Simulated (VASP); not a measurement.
# CdO (Fm-3m) in VASP: a series of runs

Aim: see how the results for CdO move with the level of theory and the settings. Levels: PBE-based global hybrid with 30 % exact exchange, PBE0. Tasks: single point.

Everything below comes from runs of VASP 6.6.1. Logs are shortened: lines on timing, memory, paths and dates and some standing lists are left out, and cuts for length are marked.

## 1. The cell of the first run

Symmetry: Fm-3m, No. 225, cubic system. The conventional cell has a = 4.696 Å, b = 4.696 Å, c = 4.696 Å, α = 90.00°, β = 90.00°, γ = 90.00°. Within 3.1 Å of Cd (site symmetry m-3m) lie 6 O at 2.35 Å. Within 3.1 Å of O (site symmetry m-3m) lie 6 Cd at 2.35 Å.

## 2. Single point, PBE-based global hybrid with 30 % exact exchange

The input, POSCAR:

```
CdO
1.0
    0.0000000000      2.3481500455      2.3481500455
    2.3481500455      0.0000000000      2.3481500455
    2.3481500455      2.3481500455      0.0000000000
Cd O
1 1
Direct
    0.0000000000      0.0000000000      0.0000000000
    0.5000000000      0.5000000000      0.5000000000
```

The input, INCAR.step1:

```
PREC = Accurate ; ENCUT = 520
EDIFF = 1E-5 ; ISMEAR = 0
SIGMA = 0.05 ; LREAL = F
LASPH = T ; NELM = 120
ALGO = Normal ; ISIF = 2
LWAVE = T ; LCHARG = F
NBANDS = 16 ; GGA = PE
GGA_COMPAT = F
```

The input, INCAR.step2:

```
PREC = Accurate ; ENCUT = 520
EDIFF = 1E-6 ; ISMEAR = 0
SIGMA = 0.05 ; LREAL = F
LASPH = T ; NELM = 120
ALGO = Normal ; ISIF = 2
LWAVE = F ; LCHARG = F
GGA = PE ; LHFCALC = T
AEXX = 0.3 ; PRECFOCK = Normal
NBANDS = 16 ; ISTART = 1
GGA_COMPAT = F
```

The input, KPOINTS:

```
Automatic mesh
0
Gamma
  6 6 6
```

Potentials or basis: VASP PAW PBE potentials, release 64 (Cd, O).

The run is started by

```console
$ cat potpaw_PBE.64/Cd/POTCAR potpaw_PBE.64/O/POTCAR > POTCAR
$ cp INCAR.step1 INCAR
$ mpirun -np 1 vasp_std > vasp.out
$ cp INCAR.step2 INCAR
$ mpirun -np 1 vasp_std > vasp.out
```

OUTCAR:

```text
PREC = Accurate
   ENCUT = 520
   EDIFF = 1E-6
   ISMEAR = 0
   LREAL = F
   LASPH = T
   NELM = 120
   ISIF = 2
   GGA = PE
   LHFCALC = T
   AEXX = 0.3
   PRECFOCK = Normal
   ISTART = 1

 ion  position               nearest neighbor table
   1  0.000  0.000  0.000-   2 2.35   2 2.35   2 2.35   2 2.35   2 2.35   2 2.35
   2  0.500  0.500  0.500-   1 2.35   1 2.35   1 2.35   1 2.35   1 2.35   1 2.35

  LATTYP: Found a face centered cubic cell.
 ALAT       =     4.6963000910

  Lattice vectors:

 A1 = (   0.0000000000,   2.3481500455,   2.3481500455)
 A2 = (   2.3481500455,   0.0000000000,   2.3481500455)
 A3 = (   2.3481500455,   2.3481500455,   0.0000000000)

Analysis of symmetry for initial positions (statically):
=====================================================================
 Subroutine PRICEL returns:
 Original cell was already a primitive cell.

 Routine SETGRP: Setting up the symmetry group for a
 face centered cubic supercell.

 Subroutine GETGRP returns: Found 48 space group operations
 (whereof 48 operations were pure point group operations)
 out of a pool of 48 trial point group operations.

The static configuration has the point symmetry O_h .

Analysis of symmetry for dynamics (positions and initial velocities):
=====================================================================
 Subroutine PRICEL returns:
 Original cell was already a primitive cell.

 Routine SETGRP: Setting up the symmetry group for a
 face centered cubic supercell.

 Subroutine GETGRP returns: Found 48 space group operations
 (whereof 48 operations were pure point group operations)
 out of a pool of 48 trial point group operations.

The dynamic configuration has the point symmetry O_h .

 Subroutine INISYM returns: Found 48 space group operations
 (whereof 48 operations are pure point group operations),
 and found     1 'primitive' translations

----------------------------------------------------------------------------------------

                                     Primitive cell

  volume of cell :      25.8945

  direct lattice vectors                    reciprocal lattice vectors
     0.000000000  2.348150046  2.348150046    -0.212933582  0.212933582  0.212933582
     2.348150046  0.000000000  2.348150046     0.212933582 -0.212933582  0.212933582
     2.348150046  2.348150046  0.000000000     0.212933582  0.212933582 -0.212933582

  length of vectors
     3.320785641  3.320785641  3.320785641     0.368811782  0.368811782  0.368811782

  position of ions in fractional coordinates (direct lattice)
     0.000000000  0.000000000  0.000000000
     0.500000000  0.500000000  0.500000000

  ion indices of the primitive-cell ions
   primitive index   ion index
                 1           1
                 2           2

----------------------------------------------------------------------------------------

 KPOINTS: Automatic mesh

Automatic generation of k-mesh.
 Grid dimensions read from file:
 generate k-points for:    6    6    6

 Generating k-lattice:

  Cartesian coordinates                     Fractional coordinates (reciprocal lattice)
    -0.035488930  0.035488930  0.035488930     0.166666667  0.000000000  0.000000000
     0.035488930 -0.035488930  0.035488930     0.000000000  0.166666667  0.000000000
     0.035488930  0.035488930 -0.035488930     0.000000000  0.000000000  0.166666667

  Length of vectors
     0.061468630  0.061468630  0.061468630

  Shift w.r.t. Gamma in fractional coordinates (k-lattice)
     0.000000000  0.000000000  0.000000000

 Subroutine IBZKPT returns following result:
 ===========================================

 Found     16 irreducible k-points:

 Following reciprocal coordinates:
            Coordinates               Weight
  0.000000  0.000000  0.000000      1.000000
  0.166667  0.000000  0.000000      8.000000
  0.333333  0.000000  0.000000      8.000000
  0.500000  0.000000  0.000000      4.000000
  0.166667  0.166667  0.000000      6.000000
  0.333333  0.166667  0.000000     24.000000
[... 8 lines left out ...]
 -0.333333  0.333333  0.166667     24.000000
 -0.333333  0.500000  0.166667     12.000000
   k-points           NKPTS =     16   k-points in BZ     NKDIM =    216   number of bands    NBANDS=     16
   number of dos      NEDOS =    301   number of ions     NIONS =      2
   total plane-waves  NPLWV =  21952
   dimension x,y,z NGX =    28 NGY =   28 NGZ =   28
   dimension x,y,z NGXF=    56 NGYF=   56 NGZF=   56
   ions per type =               1   1
   NGX,Y,Z   is equivalent  to a cutoff of  14.02, 14.02, 14.02 a.u.
   NGXF,Y,Z  is equivalent  to a cutoff of  28.03, 28.03, 28.03 a.u.
 SYSTEM =  unknown system
   PREC   = accura    normal or accurate (medium, high low for compatibility)
   ISTART =      1    job   : 0-new  1-cont  2-samecut
   ICHARG =      0    charge: 1-file 2-atom 10-const
   ISPIN  =      1    spin polarized calculation?
   LNONCOLLINEAR =      F non collinear calculations
   LSORBIT =      F    spin-orbit coupling
   LASPH  =      T    aspherical Exc in radial PAW
   ENCUT  =  520.0 eV  38.22 Ry    6.18 a.u.   6.17  6.17  6.17*2*pi/ulx,y,z
   NELM   =    120;   NELMIN=  2; NELMDL=  0     # of ELM steps
   EDIFF  = 0.1E-05   stopping-criterion for ELM
   LREAL  =      F    real-space projection
   EDIFFG = 0.1E-04   stopping-criterion for IOM
   NSW    =      0    number of steps for IOM
   IBRION =     -1    ionic relax: 0-MD 1-quasi-New 2-CG
   NFREE  =      0    steps in history (QN), initial steepest desc. (CG)
   ISIF   =      2    stress and relaxation
   ISYM   =      3    0-nonsym 1-usesym 2-fastsym
   POTIM  = 0.5000    time-step for ionic-motion
   TEBEG  =    0.0;   TEEND  =   0.0 temperature during run
   PSTRESS=    0.0 pullay stress
   NELECT =      18.0000    total number of electrons
   NUPDOWN=      -1.0000    fix difference up-down
   EMIN   =  10.00;   EMAX   =-10.00  energy-range for DOS
   EFERMI =   0.00;   METHOD = LEGACY
   ISMEAR =     0;   SIGMA  =   0.05  broadening in eV -4-tet -1-fermi 0-gaus
   EFERMI_NEDOS =   21; number of points for ismear=-14 and -15
   IALGO  =     38    algorithm
   IMIX   =      1    mixing-type and parameters
     AMIX     =   0.40;   BMIX     =  1.00
     AMIX_MAG =   1.60;   BMIX_MAG =  1.00
  volume/ion in A,a.u.               =      12.95        87.37
  Fermi-wavevector in a.u.,A,eV,Ry     =   1.450206  2.740493 28.614394  2.103099
  Thomas-Fermi vector in A             =   2.567845
   LORBIT       =      0    0 simple, 1 ext, 2 COOP (PROOUT), +10 PAW based schemes
   GGA     = PE    functional components
   LHFCALC =     T    Hartree Fock is set to
   PRECFOCK=normal    Normal, Fast or Accurate (Low or Medium for compatibility)
   ENCUT4O =  -1.0   cutoff for four orbital integrals eV
   NKREDX  =     1    reduce k-point grid by
   NKREDY  =     1    reduce k-point grid by
   NKREDZ  =     1    reduce k-point grid by
   AEXX    =    0.3000 exact exchange contribution
   HFSCREEN=    0.0000 screening length (either q_TF or 0.3 A-1)
   HFSCREENC=   0.0000 screening length for correlation (either q_TF or 0.3 A-1)
   ENCUTFOCK=  -1.0 apply spherical cutoff to Coloumb kernel
   IVDW    =     0    specifies the selected vdW correction
   LEPSILON=     F    determine dielectric tensor
   LRPA    =     F    only Hartree local field effects (RPA)
 non-spin polarized calculation
 Gauss-broadening in eV      SIGMA  =   0.05
  energy-cutoff  :      520.00
  volume of cell :       25.89
 maximum number of plane-waves:       725
 NGX is ok and might be reduce to    28
  NGX = 20; NGY = 20; NGZ = 20

 number of electron      18.0000003 magnetization

 Free energy of the ion-electron system (eV)
  ---------------------------------------------------
  ext. energy  EPLUGINS =         0.00000000
  ---------------------------------------------------
  free energy    TOTEN  =       -11.19566948 eV

  energy without entropy =      -11.19566948  energy(sigma->0) =      -11.19566948

 E-fermi :   0.6618     XC(G=0):  -8.6666

 val. band max:        0.3257738972   @ k =   0.5000   0.0000   0.0000
 cond. band min:       2.3496611557   @ k =   0.0000   0.0000   0.0000
 fundamental gap:      2.0238872585
 Fermi energy:         0.6617605855

 k-point     1 :       0.0000    0.0000    0.0000
  band No.  band energies     occupation
      1     -18.9875      2.00000
      2      -7.3626      2.00000
      3      -7.3626      2.00000
      4      -7.3626      2.00000
      5      -7.1139      2.00000
      6      -7.1139      2.00000
[... 8 lines left out ...]
     15      22.2368      0.00000
     16      22.2368      0.00000

 k-point     2 :       0.1667    0.0000    0.0000
  band No.  band energies     occupation
      1     -18.7927      2.00000
      2      -7.4799      2.00000
      3      -7.4257      2.00000
      4      -7.4257      2.00000
      5      -7.1733      2.00000
      6      -7.1733      2.00000
[... 8 lines left out ...]
     15      22.4626      0.00000
     16      22.4626      0.00000

 k-point     3 :       0.3333    0.0000    0.0000
  band No.  band energies     occupation
      1     -18.3733      2.00000
      2      -7.9191      2.00000
      3      -7.8344      2.00000
      4      -7.8344      2.00000
      5      -6.9385      2.00000
      6      -6.9385      2.00000
[... 8 lines left out ...]
     15      24.0699      0.00000
     16      24.0699      0.00000

 k-point     4 :       0.5000    0.0000    0.0000
  band No.  band energies     occupation
      1     -18.1452      2.00000
      2      -8.2477      2.00000
      3      -8.0250      2.00000
      4      -8.0250      2.00000
      5      -6.8070      2.00000
      6      -6.8070      2.00000
[... 8 lines left out ...]
     15      24.8807      0.00000
     16      25.8814      0.00000
[... 172 lines left out ...]
 k-point    14 :       0.5000    0.3333    0.1667
  band No.  band energies     occupation
      1     -18.2745      2.00000
      2      -7.6984      2.00000
      3      -7.6201      2.00000
      4      -7.6023      2.00000
      5      -6.8922      2.00000
      6      -6.7291      2.00000
[... 8 lines left out ...]
     15      24.7905      0.00000
     16      27.5434      0.00000

 k-point    15 :      -0.3333    0.3333    0.1667
  band No.  band energies     occupation
      1     -18.1844      2.00000
      2      -7.7926      2.00000
      3      -7.5423      2.00000
      4      -7.5306      2.00000
      5      -6.7556      2.00000
      6      -6.7235      2.00000
[... 8 lines left out ...]
     15      22.8170      0.00000
     16      28.6498      0.00000

 k-point    16 :      -0.3333    0.5000    0.1667
  band No.  band energies     occupation
      1     -18.2256      2.00000
      2      -7.6727      2.00000
      3      -7.4155      2.00000
      4      -7.1621      2.00000
      5      -6.6564      2.00000
      6      -6.4738      2.00000
[... 8 lines left out ...]
     15      24.8861      0.00000
     16      28.5466      0.00000

------------------------ aborting loop because EDIFF is reached ----------------------------------------

  FORCE on cell =-STRESS in cart. coord.  units (eV):
  Direction    XX          YY          ZZ          XY          YZ          ZX
  --------------------------------------------------------------------------------------
  -------------------------------------------------------------------------------------
  Total        0.2088957      0.2088957      0.2088957      0.0000000      0.0000000      0.0000000
  in kB       12.9250592     12.9250592     12.9250592      0.0000000      0.0000000      0.0000000
  external PRESSURE =      12.9250592 kB  Pullay stress =       0.0000000 kB

 VOLUME and BASIS-vectors are now :
 -----------------------------------------------------------------------------
  energy-cutoff  :      520.00
  volume of cell :       25.89
      direct lattice vectors                 reciprocal lattice vectors
     0.000000000  2.348150046  2.348150046    -0.212933582  0.212933582  0.212933582
     2.348150046  0.000000000  2.348150046     0.212933582 -0.212933582  0.212933582
     2.348150046  2.348150046  0.000000000     0.212933582  0.212933582 -0.212933582

 POSITION                                       TOTAL-FORCE (eV/Angst)
 -----------------------------------------------------------------------------------
      0.00000      0.00000      0.00000        -0.000000     -0.000000     -0.000000
      2.34815      2.34815      2.34815         0.000000      0.000000      0.000000
 -----------------------------------------------------------------------------------
    total drift:                               -0.000000     -0.000000     -0.000000

  FREE ENERGIE OF THE ION-ELECTRON SYSTEM (eV)
  ---------------------------------------------------
  free  energy   TOTEN  =       -11.1956694754 eV

  energy  without entropy=      -11.1956694754  energy(sigma->0) =      -11.19566948
```

Run time: 23 min. Hardware: 1 thread of AMD EPYC 7R13 (Zen 3), shared host; peak memory 0.14 GiB.

What came out:

| Quantity | Value |
| --- | --- |
| Free energy | -11.1957 eV |
| Pressure | 1.3 GPa |
| Band gap on the k mesh | 2.02 eV (least direct gap 3.38 eV) |

Levels at points of the mesh, in eV from the valence-band top:
| k point | band 5 | band 6 | band 7 | band 8 | band 9 | band 10 | band 11 | band 12 | band 13 | band 14 |
| --- | --- | --- | --- | --- | --- | --- | --- | --- | --- | --- |
| (0.00, 0.00, 0.00) | -7.44 | -7.44 | -1.36 | -1.36 | -1.36 | 2.02 | 17.79 | 20.08 | 20.08 | 20.08 |
| (0.50, 0.00, 0.00) | -7.13 | -7.13 | -4.21 | 0.00 | 0.00 | 7.08 | 10.72 | 15.08 | 15.08 | 20.99 |
| (0.50, 0.50, 0.00) | -6.98 | -6.69 | -4.69 | -2.49 | -2.49 | 6.90 | 11.78 | 13.92 | 16.90 | 16.90 |

Caveat: the PAW data sets were made with another functional, which shifts forces and pressure a little.

## 3. Single point, PBE0

POSCAR is that of step 2.

The input, INCAR.step1:

```
SYSTEM = CdO
PREC = Accurate ; ENCUT = 520
EDIFF = 1E-5 ; ISMEAR = 0
SIGMA = 0.05 ; LREAL = .FALSE.
LASPH = .TRUE. ; NELM = 120
ALGO = Normal ; ISIF = 2
LWAVE = .TRUE. ; NBANDS = 16
GGA = PE ; GGA_COMPAT = .FALSE.
```

The input, INCAR.step2:

```
SYSTEM = CdO
PREC = Accurate ; ENCUT = 520
EDIFF = 1E-6 ; ISMEAR = 0
SIGMA = 0.05 ; LREAL = .FALSE.
LASPH = .TRUE. ; NELM = 120
ALGO = Normal ; ISIF = 2
LWAVE = .FALSE. ; LCHARG = .TRUE.
GGA = PE ; LHFCALC = .TRUE.
AEXX = 0.25 ; PRECFOCK = Normal
LELF = .TRUE. ; LVHAR = .TRUE.
NBANDS = 16 ; ISTART = 1
GGA_COMPAT = .FALSE.
```

The input, KPOINTS:

```
regular mesh
0
G
  6 6 6
  0 0 0
```

Potentials or basis: VASP PAW PBE potentials, release 64 (Cd, O).

The run is started by

```console
$ cat potpaw_PBE.64/Cd/POTCAR potpaw_PBE.64/O/POTCAR > POTCAR
$ cp INCAR.step1 INCAR
$ mpirun -np 1 vasp_std > vasp.out
$ cp INCAR.step2 INCAR
$ mpirun -np 1 vasp_std > vasp.out
```

OUTCAR:

```text
SYSTEM = CdO
   PREC = Accurate
   ENCUT = 520
   EDIFF = 1E-6
   ISMEAR = 0
   LREAL = .FALSE.
   LASPH = .TRUE.
   NELM = 120
   ISIF = 2
   GGA = PE
   LHFCALC = .TRUE.
   AEXX = 0.25
   PRECFOCK = Normal
   ISTART = 1

 ion  position               nearest neighbor table
   1  0.000  0.000  0.000-   2 2.35   2 2.35   2 2.35   2 2.35   2 2.35   2 2.35
   2  0.500  0.500  0.500-   1 2.35   1 2.35   1 2.35   1 2.35   1 2.35   1 2.35

  LATTYP: Found a face centered cubic cell.
 ALAT       =     4.6963000910

[... 491 lines left out ...]
------------------------ aborting loop because EDIFF is reached ----------------------------------------

  FORCE on cell =-STRESS in cart. coord.  units (eV):
  Direction    XX          YY          ZZ          XY          YZ          ZX
  --------------------------------------------------------------------------------------
  -------------------------------------------------------------------------------------
  Total        0.3747519      0.3747519      0.3747519     -0.0000000      0.0000000     -0.0000000
  in kB       23.1871222     23.1871222     23.1871222     -0.0000000      0.0000000     -0.0000000
  external PRESSURE =      23.1871222 kB  Pullay stress =       0.0000000 kB

 VOLUME and BASIS-vectors are now :
 -----------------------------------------------------------------------------
  energy-cutoff  :      520.00
  volume of cell :       25.89
      direct lattice vectors                 reciprocal lattice vectors
     0.000000000  2.348150046  2.348150046    -0.212933582  0.212933582  0.212933582
     2.348150046  0.000000000  2.348150046     0.212933582 -0.212933582  0.212933582
     2.348150046  2.348150046  0.000000000     0.212933582  0.212933582 -0.212933582

 POSITION                                       TOTAL-FORCE (eV/Angst)
 -----------------------------------------------------------------------------------
      0.00000      0.00000      0.00000        -0.000000     -0.000000      0.000000
      2.34815      2.34815      2.34815         0.000000      0.000000     -0.000000
 -----------------------------------------------------------------------------------
    total drift:                               -0.000000     -0.000000     -0.000000

  FREE ENERGIE OF THE ION-ELECTRON SYSTEM (eV)
  ---------------------------------------------------
  free  energy   TOTEN  =       -10.5932975028 eV

  energy  without entropy=      -10.5932975028  energy(sigma->0) =      -10.59329750
```

OUTCAR.step1:

```text
SYSTEM = CdO
   PREC = Accurate
   ENCUT = 520
   EDIFF = 1E-5
   ISMEAR = 0
   LREAL = .FALSE.
   LASPH = .TRUE.
[... 515 lines left out ...]
      0.00000      0.00000      0.00000         0.000000      0.000000      0.000000
      2.34815      2.34815      2.34815        -0.000000     -0.000000     -0.000000
 -----------------------------------------------------------------------------------
    total drift:                                0.000000      0.000000      0.000000

  FREE ENERGIE OF THE ION-ELECTRON SYSTEM (eV)
  ---------------------------------------------------
  free  energy   TOTEN  =        -7.6942494336 eV

  energy  without entropy=       -7.6937051433  energy(sigma->0) =       -7.69397729
```

It took 34 min on 1 thread of AMD EPYC 7R13, shared host; peak memory 0.14 GiB.

Results:

| Item | Value |
| --- | --- |
| Free energy | -10.5933 eV |
| Pressure | 2.3 GPa |
| Band gap on the k mesh | 1.59 eV (least direct gap 2.94 eV) |

Caveat: the PAW data sets were made with another functional, which shifts forces and pressure a little.
